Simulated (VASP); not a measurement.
# SiC (P6_3mc) in VASP: notebook, part 2 of 2

VASP 6.6.1. Earlier steps stand in the parts before.

### 3 Single point, PBE

This run uses another cell than the first one, of 12.34 Å³/atom.

INCAR

```
PREC = Accurate ; ENCUT = 520
EDIFF = 1E-6 ; ISMEAR = 0
SIGMA = 0.05 ; LREAL = False
LASPH = True ; NELM = 100
ALGO = Normal ; ISIF = 2
LWAVE = False ; LCHARG = False
GGA = PE ; NBANDS = 26
```

KPOINTS

```
Automatic mesh
0
Gamma
  12 12 4
```

POSCAR

```
SiC
1.0
    3.3106000000      0.0000000000      0.0000000000
   -1.6553000000      2.8670637018      0.0000000000
    0.0000000000      0.0000000000     10.3993000000
Si C
4 4
Direct
    0.6666666667      0.3333333333      0.9378436843
    0.3333333333      0.6666666667      0.4378436843
    0.0000000000      0.0000000000      0.6878989045
    0.0000000000      0.0000000000      0.1878989045
    0.6666666667      0.3333333333      0.7498087506
    0.3333333333      0.6666666667      0.2498087506
    0.0000000000      0.0000000000      0.5004476606
    0.0000000000      0.0000000000      0.0004476606
```

Potentials or basis: VASP PAW PBE potentials, release 64 (Si, C).

The run is started by

```console
$ cat potpaw_PBE.64/Si/POTCAR potpaw_PBE.64/C/POTCAR > POTCAR
$ mpirun -np 1 vasp_std > vasp.out
```

OUTCAR:

```text
PREC = Accurate
   ENCUT = 520
   EDIFF = 1E-6
   ISMEAR = 0
   LREAL = False
   LASPH = True
   NELM = 100
   ISIF = 2
   GGA = PE

 ion  position               nearest neighbor table
   1  0.667  0.333  0.938-   5 1.96   8 2.02   8 2.02   8 2.02
   2  0.333  0.667  0.438-   6 1.96   7 2.02   7 2.02   7 2.02
   3  0.000  0.000  0.688-   7 1.95   5 2.02   5 2.02   5 2.02
   4  0.000  0.000  0.188-   8 1.95   6 2.02   6 2.02   6 2.02
   5  0.667  0.333  0.750-   1 1.96   3 2.02   3 2.02   3 2.02
   6  0.333  0.667  0.250-   2 1.96   4 2.02   4 2.02   4 2.02
   7  0.000  0.000  0.500-   3 1.95   2 2.02   2 2.02   2 2.02
   8  0.000  0.000  0.000-   4 1.95   1 2.02   1 2.02   1 2.02

  LATTYP: Found a hexagonal cell.
 ALAT       =     3.3106000000
 C/A-ratio  =     3.1412130732

  Lattice vectors:

 A1 = (   3.3106000000,   0.0000000000,   0.0000000000)
 A2 = (  -1.6553000000,   2.8670637018,   0.0000000000)
 A3 = (   0.0000000000,   0.0000000000,  10.3993000000)

Analysis of symmetry for initial positions (statically):
=====================================================================
 Subroutine PRICEL returns:
 Original cell was already a primitive cell.

 Routine SETGRP: Setting up the symmetry group for a
 hexagonal supercell.

 Subroutine GETGRP returns: Found 12 space group operations
 (whereof  6 operations were pure point group operations)
 out of a pool of 24 trial point group operations.

The static configuration has the point symmetry C_3v.
 The point group associated with its full space group is C_6v.

Analysis of symmetry for dynamics (positions and initial velocities):
=====================================================================
 Subroutine PRICEL returns:
 Original cell was already a primitive cell.

 Routine SETGRP: Setting up the symmetry group for a
 hexagonal supercell.

 Subroutine GETGRP returns: Found 12 space group operations
 (whereof  6 operations were pure point group operations)
 out of a pool of 24 trial point group operations.

The dynamic configuration has the point symmetry C_3v.
 The point group associated with its full space group is C_6v.

 Subroutine INISYM returns: Found 12 space group operations
 (whereof  6 operations are pure point group operations),
 and found     1 'primitive' translations

----------------------------------------------------------------------------------------

                                     Primitive cell

  volume of cell :      98.7070

  direct lattice vectors                    reciprocal lattice vectors
     3.310600000  0.000000000  0.000000000     0.302060050  0.174394451  0.000000000
    -1.655300000  2.867063702  0.000000000     0.000000000  0.348788902  0.000000000
     0.000000000  0.000000000 10.399300000     0.000000000  0.000000000  0.096160318

  length of vectors
     3.310600000  3.310600000 10.399300000     0.348788902  0.348788902  0.096160318

  position of ions in fractional coordinates (direct lattice)
     0.666666667  0.333333333  0.937843684
     0.333333333  0.666666667  0.437843684
     0.000000000  0.000000000  0.687898905
     0.000000000  0.000000000  0.187898905
[... 47 lines left out ...]
  0.250000 -0.000000  0.000000      6.000000
  0.333333  0.000000  0.000000      6.000000
  0.416667  0.000000  0.000000      6.000000
[... 16 lines left out ...]
  0.250000 -0.000000  0.250000     12.000000
  0.333333  0.000000  0.250000     12.000000
 [... further k-points ...]
   k-points           NKPTS =     57   k-points in BZ     NKDIM =     57   number of bands    NBANDS=     26
   number of dos      NEDOS =    301   number of ions     NIONS =      8
   total plane-waves  NPLWV =  62720
   dimension x,y,z NGX =    28 NGY =   28 NGZ =   80
   dimension x,y,z NGXF=    56 NGYF=   56 NGZF=  160
   ions per type =               4   4
   NGX,Y,Z   is equivalent  to a cutoff of  14.06, 14.06, 12.79 a.u.
   NGXF,Y,Z  is equivalent  to a cutoff of  28.12, 28.12, 25.58 a.u.
 SYSTEM =  unknown system
   PREC   = accura    normal or accurate (medium, high low for compatibility)
   ISTART =      0    job   : 0-new  1-cont  2-samecut
   ICHARG =      2    charge: 1-file 2-atom 10-const
   ISPIN  =      1    spin polarized calculation?
   LNONCOLLINEAR =      F non collinear calculations
   LSORBIT =      F    spin-orbit coupling
   LASPH  =      T    aspherical Exc in radial PAW
   ENCUT  =  520.0 eV  38.22 Ry    6.18 a.u.   6.16  6.16 19.34*2*pi/ulx,y,z
   NELM   =    100;   NELMIN=  2; NELMDL= -5     # of ELM steps
   EDIFF  = 0.1E-05   stopping-criterion for ELM
   LREAL  =      F    real-space projection
   EDIFFG = 0.1E-04   stopping-criterion for IOM
   NSW    =      0    number of steps for IOM
   IBRION =     -1    ionic relax: 0-MD 1-quasi-New 2-CG
   NFREE  =      0    steps in history (QN), initial steepest desc. (CG)
   ISIF   =      2    stress and relaxation
   ISYM   =      2    0-nonsym 1-usesym 2-fastsym
   POTIM  = 0.5000    time-step for ionic-motion
   TEBEG  =    0.0;   TEEND  =   0.0 temperature during run
   PSTRESS=    0.0 pullay stress
   NELECT =      32.0000    total number of electrons
   NUPDOWN=      -1.0000    fix difference up-down
   EMIN   =  10.00;   EMAX   =-10.00  energy-range for DOS
   EFERMI =   0.00;   METHOD = LEGACY
   ISMEAR =     0;   SIGMA  =   0.05  broadening in eV -4-tet -1-fermi 0-gaus
   EFERMI_NEDOS =   21; number of points for ismear=-14 and -15
   IALGO  =     38    algorithm
   IMIX   =      4    mixing-type and parameters
     AMIX     =   0.40;   BMIX     =  1.00
     AMIX_MAG =   1.60;   BMIX_MAG =  1.00
  volume/ion in A,a.u.               =      12.34        83.26
  Fermi-wavevector in a.u.,A,eV,Ry     =   1.124628  2.125238 17.208478  1.264787
  Thomas-Fermi vector in A             =   2.261301
   LORBIT       =      0    0 simple, 1 ext, 2 COOP (PROOUT), +10 PAW based schemes
   GGA     = PE    functional components
   LHFCALC =     F    Hartree Fock is set to
   AEXX    =    0.0000 exact exchange contribution
   IVDW    =     0    specifies the selected vdW correction
   LEPSILON=     F    determine dielectric tensor
   LRPA    =     F    only Hartree local field effects (RPA)
 non-spin polarized calculation
 Gauss-broadening in eV      SIGMA  =   0.05
  energy-cutoff  :      520.00
  volume of cell :       98.71
 maximum number of plane-waves:      2678
 NGX is ok and might be reduce to    28
   NGX = 13   NGY = 13   NGZ = 39

 number of electron      31.9999997 magnetization

 Free energy of the ion-electron system (eV)
  ---------------------------------------------------
  ext. energy  EPLUGINS =         0.00000000
  ---------------------------------------------------
  free energy    TOTEN  =       -58.81278443 eV

  energy without entropy =      -58.81278443  energy(sigma->0) =      -58.81278443

 E-fermi :   6.5975     XC(G=0): -10.5971

 val. band max:        6.3350511600   @ k =   0.0000   0.0000   0.0000
 cond. band min:       8.3290797730   @ k =   0.5000  -0.0000   0.0000
 fundamental gap:      1.9940286130
 Fermi energy:         6.5974815133

 k-point     1 :       0.0000    0.0000    0.0000
  band No.  band energies     occupation
      1      -7.8546      2.00000
      2      -6.7698      2.00000
      3      -6.7293      2.00000
      4      -4.6025      2.00000
      5      -1.3583      2.00000
      6       2.4462      2.00000
[... 685 lines left out ...]
     25      13.8453      0.00000
     26      14.3419      0.00000

 [... further k-points ...]

------------------------ aborting loop because EDIFF is reached ----------------------------------------

  FORCE on cell =-STRESS in cart. coord.  units (eV):
  Direction    XX          YY          ZZ          XY          YZ          ZX
  --------------------------------------------------------------------------------------
  -------------------------------------------------------------------------------------
  Total      -18.1789483    -18.1789483     -8.9987707      0.0000000      0.0000000      0.0000000
  in kB     -295.0741584   -295.0741584   -146.0648137      0.0000000      0.0000000      0.0000000
  external PRESSURE =    -245.4043768 kB  Pullay stress =       0.0000000 kB

 VOLUME and BASIS-vectors are now :
 -----------------------------------------------------------------------------
  energy-cutoff  :      520.00
  volume of cell :       98.71
      direct lattice vectors                 reciprocal lattice vectors
     3.310600000  0.000000000  0.000000000     0.302060050  0.174394451  0.000000000
    -1.655300000  2.867063702  0.000000000     0.000000000  0.348788902  0.000000000
     0.000000000  0.000000000 10.399300000     0.000000000  0.000000000  0.096160318

 POSITION                                       TOTAL-FORCE (eV/Angst)
 -----------------------------------------------------------------------------------
      1.65530      0.95569      9.75292        -0.000000      0.000000      0.123860
     -0.00000      1.91138      4.55327         0.000000     -0.000000      0.123860
      0.00000      0.00000      7.15367        -0.000000      0.000000      0.098710
      0.00000      0.00000      1.95402         0.000000     -0.000000      0.098710
      1.65530      0.95569      7.79749         0.000000     -0.000000     -0.141324
     -0.00000      1.91138      2.59784        -0.000000      0.000000     -0.141324
      0.00000      0.00000      5.20431         0.000000     -0.000000     -0.081246
      0.00000      0.00000      0.00466        -0.000000      0.000000     -0.081246
 -----------------------------------------------------------------------------------
    total drift:                               -0.000000     -0.000000      0.000256

  FREE ENERGIE OF THE ION-ELECTRON SYSTEM (eV)
  ---------------------------------------------------
  free  energy   TOTEN  =       -58.8127844331 eV

  energy  without entropy=      -58.8127844331  energy(sigma->0) =      -58.81278443
```

It took 1.8 min on 1 thread of Intel Xeon Platinum 8488C (Sapphire Rapids), shared host; peak memory 0.29 GiB.

What came out:

```yaml
Free_energy: -58.8128 eV
Pressure: -24.5 GPa
Largest_force: 0.141 eV/Å
Band_gap_on_the_k_mesh: 1.99 eV (least direct gap 3.00 eV)
```

Forces in eV/Å, atoms in the order of the input:
```
Si   0.000  0.000  0.124
Si   0.000  0.000  0.124
Si   0.000  0.000  0.099
Si   0.000  0.000  0.099
C    0.000  0.000 -0.141
C    0.000  0.000 -0.141
C    0.000  0.000 -0.081
C    0.000  0.000 -0.081
```

Stress tensor (GPa, compression positive):
```
-29.51   0.00   0.00
  0.00 -29.51   0.00
  0.00   0.00 -14.61
```

Levels at points of the mesh, in eV from the valence-band top:
```
           k point  band 14  band 15  band 16  band 17  band 18  band 19
(0.00, 0.00, 0.00)    -0.06    -0.06     0.00     3.08     3.71     4.21
(0.50, 0.00, 0.00)    -1.90    -1.39    -1.01     1.99     2.20     3.53
(0.00, 0.00, 0.50)    -0.29    -0.29    -0.29     3.30     3.30     4.59
(0.50, 0.00, 0.50)    -2.25    -1.44    -1.44     2.33     2.33     3.79
```

Caveat: the cell stands under tension.

### 4 Single point, PBE

This run uses another cell than the first one, of 12.42 Å³/atom.

INCAR

```
  PREC = Accurate
  ENCUT = 520
  EDIFF = 1E-7
  ISMEAR = 0
  SIGMA = 0.05
  LREAL = F
  LASPH = T
  NELM = 80
  ALGO = Normal
  ISIF = 2
  LWAVE = F
  LCHARG = F
  GGA = PE
  NBANDS = 26
```

KPOINTS

```
regular mesh
0
Gamma
  12 12 4
```

Edit POSCAR of step 3 so:

```diff
@@ -2,5 +2,5 @@
 1.0
-    3.3106000000      0.0000000000      0.0000000000
-   -1.6553000000      2.8670637018      0.0000000000
-    0.0000000000      0.0000000000     10.3993000000
+    3.2385000000      0.0000000000      0.0000000000
+   -1.6192500000      2.8046232702      0.0000000000
+    0.0000000000      0.0000000000     10.9395000000
 Si C
```

The run is started by

```console
$ cat potpaw_PBE.64/Si/POTCAR potpaw_PBE.64/C/POTCAR > POTCAR
$ mpirun -np 1 vasp_std > vasp.out
```

It took 94 s on 1 thread of Intel Xeon Platinum 8488C (Sapphire Rapids), shared host; peak memory 0.25 GiB.

It converged, with:

```yaml
Free_energy: -58.7748 eV
Pressure: -25.3 GPa
Largest_force: 0.071 eV/Å
Band_gap_on_the_k_mesh: 2.03 eV (least direct gap 3.16 eV)
```

Forces on the atoms (eV/Å):
```
Si   0.000  0.000  0.071
Si   0.000  0.000  0.071
Si   0.000  0.000 -0.005
Si   0.000  0.000 -0.005
C    0.000  0.000 -0.032
C    0.000  0.000 -0.032
C    0.000  0.000 -0.034
C    0.000  0.000 -0.034
```

Stress tensor (GPa, compression positive):
```
-21.99   0.00   0.00
  0.00 -21.99   0.00
  0.00   0.00 -31.96
```

Levels at points of the mesh, in eV from the valence-band top:
| k point | band 14 | band 15 | band 16 | band 17 | band 18 | band 19 |
| --- | --- | --- | --- | --- | --- | --- |
| (0.00, 0.00, 0.00) | -0.16 | 0.00 | 0.00 | 3.87 | 4.03 | 4.47 |
| (0.50, 0.00, 0.00) | -2.09 | -1.52 | -1.14 | 2.03 | 2.23 | 3.57 |
| (0.00, 0.00, 0.50) | -0.17 | -0.17 | -0.17 | 4.15 | 4.15 | 5.02 |
| (0.50, 0.00, 0.50) | -2.28 | -1.46 | -1.46 | 2.54 | 2.54 | 3.63 |

Caveat: the cell stands under tension. A k mesh can miss the band edges.

### 5 Summary

```csv
cell,gap on the mesh (eV),pressure (GPa),largest force (eV/Å)
"a = 3.239, b = 3.239, c = 10.669 Å, angles 90.0, 90.0, 120.0°, 8 atoms",2.14,-22.9,0.03
"a = 3.311, b = 3.311, c = 10.399 Å, angles 90.0, 90.0, 120.0°, 8 atoms",1.99,-24.5,0.14
"a = 3.239, b = 3.239, c = 10.940 Å, angles 90.0, 90.0, 120.0°, 8 atoms",2.03,-25.3,0.07
```

Alike in all rows: task single point; level PBE; potentials or basis VASP PAW PBE potentials, release 64 (Si, C); no spin polarisation; k mesh 12 × 12 × 4; cutoff (eV) 520; smearing gaussian 0.05 eV.

Caveats: the cell stands under tension.

Absolute energies hang on the potentials; compare differences alone.
